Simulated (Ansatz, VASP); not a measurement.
# One calculation of MnS, two programs

INCAR

```
SYSTEM = MnS
PREC = Accurate
ENCUT = 520
EDIFF = 1E-6
ISMEAR = 0
SIGMA = 0.05
LREAL = .False.
LASPH = .True.
NELM = 150
ALGO = Normal
ISIF = 2
LWAVE = .False.
LCHARG = .True.
ISPIN = 2
MAGMOM = 5 5 0 0
LORBIT = 11
LMAXMIX = 4
GGA = PE
LELF = .True.
LVHAR = .True.
NBANDS = 31
```

Contents of KPOINTS:

```
regular mesh
0
Gamma
  8 8 6
  0 0 0
```

The input POSCAR:

```
MnS
1.0
    0.0000000000      2.5431237785     -2.5431237785
    0.0000000000      2.5431237785      2.5431237785
    5.0862475570      0.0000000000      0.0000000000
Mn S
2 2
Direct
    0.0000000000      0.0000000000      0.0000000000
    0.5000000000      0.5000000000      0.5000000000
    0.0000000000      1.0000000000      0.5000000000
    0.5000000000      1.5000000000      1.0000000000
```

Input for Ansatz:

```yaml
crystal:
  lattice:
    - [0.0, 2.5431237785, -2.5431237785]
    - [0.0, 2.5431237785, 2.5431237785]
    - [5.086247557, 0.0, 0.0]
  atoms:
    - { symbol: Mn, position: [0.0, 0.0, 0.0], spin: 5.0 }
    - { symbol: S, position: [0.0, 1.0, 0.5] }
    - { symbol: Mn, position: [0.5, 0.5, 0.5], spin: 5.0 }
    - { symbol: S, position: [0.5, 1.5, 1.0] }
basis:
  ecutwfc: 420
  ecutrho_ratio: 4
kpoints:
  mp_grid: { grid: [8, 8, 6] }
hamiltonian:
  xc: pbe
scf:
  occupations: { method: gaussian, width: 0.05 }
  lower_state_search: "off"
output:
  forces: true
  stress: true
  eigenvalues: true
  populations: true
magnetization:
  spin_polarized: true
```

Alike in both runs: task single point; functional PBE; k mesh 8 × 8 × 6; occupations gaussian, width 0.05 eV; collinear spin.

|  | VASP | Ansatz |
| --- | --- | --- |
| version | VASP 6.6.1 | Ansatz 0.2.0 |
| potentials or method | VASP PAW PBE potentials, release 64 (Mn_pv, S), cutoff 520 eV | scalar-relativistic, plane waves, PAW |
| valence electrons in the cell | 38 | 42 |

```csv
,VASP,Ansatz,Ansatz less VASP
gap on the k mesh at the Fermi level (eV),none,none,-
pressure (GPa),1.2,1.2,-0.03
net moment per atom (μB),2.27,2.27,-0.001
size of the moment on the site where the two differ most (μB),4.13,4.05,-0.081
```

Site moments also hang on the region over which each program counts them. A gap of «none» marks a metal or a gap that the smearing closes. VASP's potentials hold 38 valence electrons a cell and Ansatz's 42, so a difference there can come from the potentials and not from the codes.
